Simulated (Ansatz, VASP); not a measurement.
**Rb: VASP beside Ansatz**

Contents of INCAR:

```
PREC     = Accurate       # precision mode
ENCUT    = 520            # plane-wave cutoff, eV
EDIFF    = 1E-6           # SCF threshold, eV
ISMEAR   = -1             # smearing method
SIGMA    = 0.05           # smearing width, eV
LREAL    = F              # projectors in reciprocal space
LASPH    = T              # aspherical terms in the spheres
NELM     = 60             # most SCF steps
ALGO     = Normal         # electronic algorithm
ISIF     = 2              # what is computed and relaxed
LWAVE    = F              # write WAVECAR
LCHARG   = T              # write CHGCAR
GGA      = PS             # functional
LELF     = T              # ELF
LVHAR    = T            
NBANDS   = 10             # bands
```

File KPOINTS:

```
regular mesh
0
Gamma
  10 10 10
```

File POSCAR:

```
Rb
1.0
   -2.8060000000      2.8060000000      2.8060000000
    2.8060000000     -2.8060000000      2.8060000000
    2.8060000000      2.8060000000     -2.8060000000
Rb
1
Direct
    0.0000000000      0.0000000000      0.0000000000
```

Input for Ansatz:

```yaml
crystal:
  lattice:
    - [-2.806, 2.806, 2.806]
    - [2.806, -2.806, 2.806]
    - [2.806, 2.806, -2.806]
  atoms:
    - { symbol: Rb, position: [0.0, 0.0, 0.0] }
kpoints:
  mp_grid: { grid: [10, 10, 10] }
  band_path:
    path:
      - [0.0, 0.0, 0.0]
      - [0.5, -0.5, 0.5]
      - [0.0, 0.0, 0.5]
      - [0.0, 0.0, 0.0]
      - [0.25, 0.25, 0.25]
      - [0.5, -0.5, 0.5]
      - [0.25, 0.25, 0.25]
      - [0.0, 0.0, 0.5]
    npoints: 5
scf:
  occupations: { method: fermi_dirac, width: 0.05 }
hamiltonian:
  xc: pbesol
  pseudopotentials: { kind: all_electron, lapw: { basis_error: 0.0005 } }
output:
  forces: true
  stress: true
  eigenvalues: true
```

Alike in both runs: task single point; functional PBEsol; k mesh 10 × 10 × 10; occupations fermi-dirac, width 0.05 eV; no spin polarisation.

|  | VASP | Ansatz |
| --- | --- | --- |
| version | VASP 6.6.1 | Ansatz 0.2.0 |
| potentials or method | VASP PAW PBE potentials, release 64 (Rb_sv), cutoff 520 eV | all-electron LAPW, scalar-relativistic |

|  | VASP | Ansatz | Ansatz less VASP |
| --- | --- | --- | --- |
| pressure (GPa) | -0.1 | -0.1 | 0.00 |

VASP's potentials were made for PBE, not for PBEsol. Ansatz ran all-electron here, and VASP with PAW potentials.
